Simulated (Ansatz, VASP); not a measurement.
# One calculation of Se, two programs

Contents of INCAR:

```
SYSTEM = Se
ALGO = Normal
EDIFF = 1E-6
ENCUT = 520
GGA = PE
ISIF = 2
ISMEAR = 0
IVDW = 12
LASPH = .TRUE.
LCHARG = .FALSE.
LREAL = .FALSE.
LWAVE = .FALSE.
NBANDS = 16
NELM = 80
PREC = Accurate
SIGMA = 0.05
```

File KPOINTS:

```
k-points
0
G
  12 12 8
  0 0 0
```

POSCAR

```
Se
1.0
    4.1738772745      0.0000000000      0.0000000000
   -2.0869386372      3.6146837520      0.0000000000
    0.0000000000      0.0000000000      5.2609997921
Se
3
Direct
    0.2473450684      0.0000000000      0.3333333333
    0.0000000000      0.2473450684      0.6666666667
    0.7526549316      0.7526549316      0.0000000000
```

Input for Ansatz:

```yaml
crystal:
  lattice:
    - [4.1738772745, 0.0, 0.0]
    - [-2.0869386372, 3.614683752, 0.0]
    - [0.0, 0.0, 5.2609997921]
  atoms:
    - { symbol: Se, position: [0.2473450684, 0.0, 0.3333333333] }
    - { symbol: Se, position: [0.0, 0.2473450684, 0.6666666667] }
    - { symbol: Se, position: [0.7526549316, 0.7526549316, 0.0] }
basis:
  ecutwfc: 420
kpoints:
  mp_grid: { grid: [12, 12, 8] }
hamiltonian:
  xc: pbe
  dispersion: d3bj
scf:
  occupations: { method: gaussian, width: 0.05 }
output:
  forces: true
  stress: true
  eigenvalues: true
```

Alike in both runs: task single point; functional PBE; dispersion D3(BJ); k mesh 12 × 12 × 8; occupations gaussian, width 0.05 eV; no spin polarisation.

```csv
,VASP,Ansatz
version,VASP 6.6.1,Ansatz 0.2.0
potentials or method,"VASP PAW PBE potentials, release 64 (Se), cutoff 520 eV","scalar-relativistic, plane waves, PAW"
valence electrons in the cell,18,48
```

Ansatz gave:

* gap on the k mesh at the Fermi level (eV): 0.49
* least direct gap on the mesh (eV): 0.50
* pressure (GPa): -4.2
* traceless stress, the component that is largest in VASP (GPa): -1.36
* rms of the force components (eV/Å): 0.291

Task: Estimate VASP's values.

Result: gap on the k mesh at the Fermi level (eV): 0.48; least direct gap on the mesh (eV): 0.50; pressure (GPa): -4.2; traceless stress, the component that is largest in VASP (GPa): -1.34; rms of the force components (eV/Å): 0.284.

Atom by atom the forces differ by 0.007 eV/Å (rms over components). VASP's potentials hold 18 valence electrons a cell and Ansatz's 48, so a difference there can come from the potentials and not from the codes.
